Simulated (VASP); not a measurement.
# CdS (Fm-3m) in VASP: G0W0 quasiparticle levels with PBE

Aim: the G0W0 quasiparticle levels of CdS with PBE.

All numbers are computed with VASP 6.6.1; they aren't measurements. Logs are shortened: lines on timing, memory, paths and dates and some standing lists are left out, and cuts for length are marked.

## 1. The cell of the first run

Symmetry: Fm-3m, No. 225, cubic system. The conventional cell has a = 5.454 Å, b = 5.454 Å, c = 5.454 Å, α = 90.00°, β = 90.00°, γ = 90.00°. Within 3.6 Å of Cd (site symmetry m-3m) lie 6 S at 2.73 Å. S (site symmetry m-3m) has 6 Cd at 2.73 Å within 3.6 Å.

## 2. G0W0 quasiparticle levels, PBE

POSCAR

```
CdS
1.0
    0.0000000000      2.7267765504      2.7267765504
    2.7267765504      0.0000000000      2.7267765504
    2.7267765504      2.7267765504      0.0000000000
Cd S
1 1
Direct
    0.0000000000      0.0000000000      0.0000000000
    0.5000000000      0.5000000000      0.5000000000
```

INCAR.step1

```
SYSTEM = CdS
PREC     = Accurate       ! precision mode
ENCUT    = 500            ! plane-wave cutoff, eV
EDIFF    = 1E-8           ! SCF threshold, eV
ISMEAR   = 0              ! smearing method
SIGMA    = 0.01           ! smearing width, eV
LREAL    = .False.        ! projectors in reciprocal space
LASPH    = .True.         ! aspherical terms in the spheres
NELM     = 80             ! most SCF steps
ALGO     = Normal         ! electronic algorithm
LWAVE    = .True.         ! write WAVECAR
LCHARG   = .False.        ! write CHGCAR
GGA      = PE             ! functional
```

INCAR.step2

```
SYSTEM = CdS
PREC     = Accurate       ! precision mode
ENCUT    = 500            ! plane-wave cutoff, eV
EDIFF    = 1E-8           ! SCF threshold, eV
ISMEAR   = 0              ! smearing method
SIGMA    = 0.01           ! smearing width, eV
LREAL    = .False.        ! projectors in reciprocal space
LASPH    = .True.         ! aspherical terms in the spheres
NELM     = 1              ! most SCF steps
ALGO     = Exact          ! electronic algorithm
LWAVE    = .True.         ! write WAVECAR
LCHARG   = .False.        ! write CHGCAR
GGA      = PE             ! functional
NBANDS   = 74             ! bands
LOPTICS  = .True.         ! frequency-dependent dielectric function
ISTART   = 1
```

INCAR.step3

```
SYSTEM = CdS
PREC     = Accurate       ! precision mode
ENCUT    = 500            ! plane-wave cutoff, eV
EDIFF    = 1E-8           ! SCF threshold, eV
ISMEAR   = 0              ! smearing method
SIGMA    = 0.01           ! smearing width, eV
LREAL    = .False.        ! projectors in reciprocal space
LASPH    = .True.         ! aspherical terms in the spheres
ALGO     = EVGW0          ! electronic algorithm
LWAVE    = .False.        ! write WAVECAR
LCHARG   = .False.        ! write CHGCAR
GGA      = PE             ! functional
NELMGW   = 1            
NBANDS   = 74             ! bands
ENCUTGW  = 80.0           ! cutoff of the response function
NOMEGA   = 48             ! frequency points
PRECFOCK = Fast         
ISTART   = 1            
NBANDSGW = 17
```

KPOINTS

```
regular mesh
0
Gamma
  4 4 4
  0 0 0
```

Potentials or basis: VASP PAW PBE potentials, release 64 (Cd_GW, S_GW).

Launch:

```sh
$ cat potpaw_PBE.64/Cd_GW/POTCAR potpaw_PBE.64/S_GW/POTCAR > POTCAR
$ cp INCAR.step1 INCAR
$ mpirun -np 1 vasp_std > vasp.out
$ cp INCAR.step2 INCAR
$ mpirun -np 1 vasp_std > vasp.out
$ cp INCAR.step3 INCAR
$ mpirun -np 1 vasp_std > vasp.out
```

OUTCAR:

```text
SYSTEM = CdS
   PREC = Accurate
   ENCUT = 500
   EDIFF = 1E-8
   ISMEAR = 0
   LREAL = .False.
   LASPH = .True.
   GGA = PE
   NELMGW = 1
   ENCUTGW = 80.0
   PRECFOCK = Fast
   ISTART = 1

 ion  position               nearest neighbor table
   1  0.000  0.000  0.000-   2 2.73   2 2.73   2 2.73   2 2.73   2 2.73   2 2.73
   2  0.500  0.500  0.500-   1 2.73   1 2.73   1 2.73   1 2.73   1 2.73   1 2.73

  LATTYP: Found a face centered cubic cell.
 ALAT       =     5.4535531008

  Lattice vectors:

 A1 = (   0.0000000000,   2.7267765504,   2.7267765504)
 A2 = (   2.7267765504,   0.0000000000,   2.7267765504)
 A3 = (   2.7267765504,   2.7267765504,   0.0000000000)

Analysis of symmetry for initial positions (statically):
=====================================================================
 Subroutine PRICEL returns:
 Original cell was already a primitive cell.

 Routine SETGRP: Setting up the symmetry group for a
 face centered cubic supercell.

 Subroutine GETGRP returns: Found 48 space group operations
 (whereof 48 operations were pure point group operations)
 out of a pool of 48 trial point group operations.

The static configuration has the point symmetry O_h .

Analysis of symmetry for dynamics (positions and initial velocities):
=====================================================================
 Subroutine PRICEL returns:
 Original cell was already a primitive cell.

 Routine SETGRP: Setting up the symmetry group for a
 face centered cubic supercell.

 Subroutine GETGRP returns: Found 48 space group operations
 (whereof 48 operations were pure point group operations)
 out of a pool of 48 trial point group operations.

The dynamic configuration has the point symmetry O_h .

 Subroutine INISYM returns: Found 48 space group operations
 (whereof 48 operations are pure point group operations),
 and found     1 'primitive' translations

----------------------------------------------------------------------------------------

                                     Primitive cell

  volume of cell :      40.5489

  direct lattice vectors                    reciprocal lattice vectors
     0.000000000  2.726776550  2.726776550    -0.183366694  0.183366694  0.183366694
     2.726776550  0.000000000  2.726776550     0.183366694 -0.183366694  0.183366694
     2.726776550  2.726776550  0.000000000     0.183366694  0.183366694 -0.183366694

  length of vectors
     3.856244379  3.856244379  3.856244379     0.317600430  0.317600430  0.317600430

  position of ions in fractional coordinates (direct lattice)
     0.000000000  0.000000000  0.000000000
     0.500000000  0.500000000  0.500000000

  ion indices of the primitive-cell ions
   primitive index   ion index
                 1           1
                 2           2

----------------------------------------------------------------------------------------

 KPOINTS: regular mesh

Automatic generation of k-mesh.
 Grid dimensions read from file:
 generate k-points for:    4    4    4

 Generating k-lattice:

  Cartesian coordinates                     Fractional coordinates (reciprocal lattice)
    -0.045841673  0.045841673  0.045841673     0.250000000  0.000000000  0.000000000
     0.045841673 -0.045841673  0.045841673     0.000000000  0.250000000  0.000000000
     0.045841673  0.045841673 -0.045841673     0.000000000  0.000000000  0.250000000

  Length of vectors
     0.079400107  0.079400107  0.079400107

  Shift w.r.t. Gamma in fractional coordinates (k-lattice)
     0.000000000  0.000000000  0.000000000

 Subroutine IBZKPT returns following result:
 ===========================================

 Found      8 irreducible k-points:

 Following reciprocal coordinates:
            Coordinates               Weight
  0.000000  0.000000  0.000000      1.000000
  0.250000  0.000000  0.000000      8.000000
  0.500000  0.000000  0.000000      4.000000
  0.250000  0.250000  0.000000      6.000000
  0.500000  0.250000  0.000000     24.000000
 -0.250000  0.250000  0.000000     12.000000
  0.500000  0.500000  0.000000      3.000000
 -0.250000  0.500000  0.250000      6.000000
   k-points           NKPTS =      8   k-points in BZ     NKDIM =     64   number of bands    NBANDS=     74
   number of dos      NEDOS =    301   number of ions     NIONS =      2
   total plane-waves  NPLWV =  21952
   dimension x,y,z NGX =    28 NGY =   28 NGZ =   28
   dimension x,y,z NGXF=    56 NGYF=   56 NGZF=   56
   ions per type =               1   1
   NGX,Y,Z   is equivalent  to a cutoff of  12.07, 12.07, 12.07 a.u.
   NGXF,Y,Z  is equivalent  to a cutoff of  24.14, 24.14, 24.14 a.u.
 SYSTEM =  CdS
   PREC   = accura    normal or accurate (medium, high low for compatibility)
   ISTART =      1    job   : 0-new  1-cont  2-samecut
   ICHARG =      0    charge: 1-file 2-atom 10-const
   ISPIN  =      1    spin polarized calculation?
   LNONCOLLINEAR =      F non collinear calculations
   LSORBIT =      F    spin-orbit coupling
   LASPH  =      T    aspherical Exc in radial PAW
   ENCUT  =  500.0 eV  36.75 Ry    6.06 a.u.   7.03  7.03  7.03*2*pi/ulx,y,z
   NELM   =     60;   NELMIN=  2; NELMDL=  0     # of ELM steps
   EDIFF  = 0.1E-07   stopping-criterion for ELM
   LREAL  =      F    real-space projection
   EDIFFG = 0.1E-06   stopping-criterion for IOM
   NSW    =      0    number of steps for IOM
   IBRION =     -1    ionic relax: 0-MD 1-quasi-New 2-CG
   NFREE  =      0    steps in history (QN), initial steepest desc. (CG)
   ISIF   =      0    stress and relaxation
   ISYM   =      3    0-nonsym 1-usesym 2-fastsym
   POTIM  = 0.5000    time-step for ionic-motion
   TEBEG  =    0.0;   TEEND  =   0.0 temperature during run
   PSTRESS=    0.0 pullay stress
   NELECT =      18.0000    total number of electrons
   NUPDOWN=      -1.0000    fix difference up-down
   EMIN   =  10.00;   EMAX   =-10.00  energy-range for DOS
   EFERMI =   0.00;   METHOD = LEGACY
   ISMEAR =     0;   SIGMA  =   0.01  broadening in eV -4-tet -1-fermi 0-gaus
   EFERMI_NEDOS =   21; number of points for ismear=-14 and -15
   IALGO  =     38    algorithm
   IMIX   =      4    mixing-type and parameters
     AMIX     =   0.40;   BMIX     =  1.00
     AMIX_MAG =   1.60;   BMIX_MAG =  1.00
  volume/ion in A,a.u.               =      20.27       136.82
  Fermi-wavevector in a.u.,A,eV,Ry     =   1.248838  2.359962 21.219598  1.559596
  Thomas-Fermi vector in A             =   2.382906
   LORBIT       =      0    0 simple, 1 ext, 2 COOP (PROOUT), +10 PAW based schemes
   GGA     = PE    functional components
   LHFCALC =     T    Hartree Fock is set to
   PRECFOCK=fast      Normal, Fast or Accurate (Low or Medium for compatibility)
   ENCUT4O =  -1.0   cutoff for four orbital integrals eV
   NKREDX  =     1    reduce k-point grid by
   NKREDY  =     1    reduce k-point grid by
   NKREDZ  =     1    reduce k-point grid by
   AEXX    =    1.0000 exact exchange contribution
   HFSCREEN=    0.0000 screening length (either q_TF or 0.3 A-1)
   HFSCREENC=   0.0000 screening length for correlation (either q_TF or 0.3 A-1)
   ENCUTFOCK=  -1.0 apply spherical cutoff to Coloumb kernel
   IVDW    =     0    specifies the selected vdW correction
   LEPSILON=     F    determine dielectric tensor
   LRPA    =     F    only Hartree local field effects (RPA)
   LRPAFORCE           =     F    calculate RPA forces
   ENCUTGW             =  80.0    cutoff for response function in eV
   ENCUTGWSOFT         =  64.0    soft cutoff for Coulomb kernel in GW response function in eV
   ENCUTLF             =  -1.0    cutoff for local field effects
   NELMGW              =     1    number of iterations in solving QP/BSE equation
   NELMHF              =     1    number of iterations in the inner HF iteration
   NKREDLFX            =     1    NKREDLFY  =   1   NKREDLFZ  =   1
 non-spin polarized calculation
 Gauss-broadening in eV      SIGMA  =   0.01
  energy-cutoff  :      500.00
  volume of cell :       40.55
 maximum number of plane-waves:      1056
  NGX = 16; NGY = 16; NGZ = 16
   NGX = 13   NGY = 13   NGZ = 13
 maximum number of plane-waves:        70
 NGX is ok and might be reduce to    14

 QP shifts <psi_nk| G(iteration)W_0 |psi_nk>: iteration 1
 for sc-GW calculations column KS-energies equals QP-energies in previous step
 and V_xc(KS)=  KS-energies - (<T + V_ion + V_H > + <T+V_H+V_ion>^1  + <V_x>^1)

 k-point   1 :       0.0000    0.0000    0.0000
  band No.  KS-energies  QP-energies   sigma(KS)   V_xc(KS)     V^pw_x(r,r')   Z            occupation Imag(sigma)

      1      -8.1793      -8.3638     -12.9827     -12.6969     -20.7023       0.6454       2.0000       1.2752
      2      -3.0167      -4.6207     -17.6199     -15.3627     -23.1148       0.7106       2.0000       0.3094
      3      -3.0167      -4.6207     -17.6199     -15.3627     -23.1148       0.7106       2.0000       0.3094
      4      -3.0167      -4.6207     -17.6199     -15.3627     -23.1148       0.7106       2.0000       0.3094
      5      -3.0144      -4.6209     -17.7508     -15.5048     -23.3802       0.7153       2.0000       0.3642
      6      -3.0144      -4.6209     -17.7508     -15.5048     -23.3802       0.7153       2.0000       0.3642
[... 9 lines left out ...]
     16      16.1348      16.5348      -9.7404     -10.2699      -3.7267       0.7553       0.0000      -0.4378
     17      16.1348      16.5348      -9.7404     -10.2699      -3.7267       0.7553       0.0000      -0.4378

 k-point   2 :       0.2500    0.0000    0.0000
  band No.  KS-energies  QP-energies   sigma(KS)   V_xc(KS)     V^pw_x(r,r')   Z            occupation Imag(sigma)

      1      -7.6755      -7.8332     -13.2143     -12.9726     -20.8170       0.6525       2.0000       1.2129
      2      -3.1754      -4.7353     -17.5075     -15.3084     -23.1530       0.7093       2.0000       0.3684
      3      -3.1754      -4.7353     -17.5075     -15.3084     -23.1530       0.7093       2.0000       0.3684
      4      -3.0893      -4.6658     -17.3963     -15.1763     -22.8791       0.7102       2.0000       0.3225
      5      -2.9127      -4.5243     -17.7560     -15.4940     -23.2721       0.7124       2.0000       0.3139
      6      -2.9127      -4.5243     -17.7560     -15.4940     -23.2721       0.7124       2.0000       0.3139
[... 9 lines left out ...]
     16      15.5404      15.7183      -8.9158      -9.1467      -3.2994       0.7706       0.0000      -0.3369
     17      20.3642      20.5700      -8.7657      -9.0301      -2.8201       0.7781       0.0000      -0.5700

 k-point   3 :       0.5000    0.0000    0.0000
  band No.  KS-energies  QP-energies   sigma(KS)   V_xc(KS)     V^pw_x(r,r')   Z            occupation Imag(sigma)
[... 85 lines left out ...]
      1      -7.2628      -7.5026     -14.0267     -13.6590     -21.5623       0.6521       2.0000       1.0679
      2      -3.1782      -4.7643     -17.3655     -15.1263     -22.8428       0.7083       2.0000       0.3127
      3      -2.9023      -4.5159     -17.8691     -15.6163     -23.5099       0.7163       2.0000       0.3609
      4      -2.7389      -4.3619     -17.9341     -15.6635     -23.4462       0.7148       2.0000       0.3061
      5      -2.7389      -4.3619     -17.9341     -15.6635     -23.4462       0.7148       2.0000       0.3061
      6      -2.0247      -3.3961     -17.7728     -15.8781     -23.3276       0.7237       2.0000       0.3734
[... 9 lines left out ...]
     16      19.0861      19.7829     -10.6627     -11.6064      -4.5866       0.7384       0.0000      -0.5143
     17      19.0861      19.7829     -10.6627     -11.6064      -4.5866       0.7384       0.0000      -0.5143

 k-point   8 :      -0.2500    0.5000    0.2500
  band No.  KS-energies  QP-energies   sigma(KS)   V_xc(KS)     V^pw_x(r,r')   Z            occupation Imag(sigma)

      1      -7.1055      -7.3138     -14.0251     -13.7081     -21.5391       0.6571       2.0000       1.0663
      2      -3.1578      -4.6976     -17.4665     -15.2944     -23.1352       0.7089       2.0000       0.3824
      3      -3.0151      -4.6033     -17.4760     -15.2447     -22.9548       0.7117       2.0000       0.3180
      4      -3.0151      -4.6033     -17.4760     -15.2447     -22.9548       0.7117       2.0000       0.3180
      5      -2.7388      -4.3633     -17.9349     -15.6638     -23.4468       0.7153       2.0000       0.3060
      6      -2.2179      -3.6278     -17.7781     -15.8251     -23.3670       0.7219       2.0000       0.3726
[... 9 lines left out ...]
     16      19.0595      19.7569     -10.6356     -11.5714      -4.5657       0.7453       0.0000      -0.5176
     17      20.4680      21.1685     -10.8116     -11.7266      -4.7181       0.7655       0.0000      -0.7262
```

It took 87 s on 1 thread of Intel Xeon Platinum 8488C (Sapphire Rapids), shared host; peak memory 0.38 GiB.

What came out:

| Quantity | Value |
| --- | --- |
| Band gap on the k mesh, mean-field level | 0.21 eV, indirect (least direct gap 1.72 eV) |
| Quasiparticle gap | 0.76 eV |
| Least direct quasiparticle gap | 2.33 eV |

Levels at points of the mesh, in eV from the valence-band top:
| k point | band 6 | band 7 | band 8 | band 9 | band 10 | band 11 | band 12 | band 13 |
| --- | --- | --- | --- | --- | --- | --- | --- | --- |
| (0.00, 0.00, 0.00) | -7.70 | -0.78 | -0.78 | -0.78 | 0.94 | 9.16 | 9.16 | 9.16 |
| (0.50, 0.00, 0.00) | -7.49 | -4.92 | 0.00 | 0.00 | 3.46 | 5.84 | 5.84 | 6.88 |
| (0.50, 0.50, 0.00) | -6.71 | -4.31 | -2.19 | -2.19 | 0.21 | 5.99 | 9.87 | 11.29 |

Caveat: the k points lie up to 0.50 Å⁻¹ apart; bands, screening cutoff and mesh are small and nothing is extrapolated, so the quasiparticle values aren't converged. A k mesh can miss the band edges.
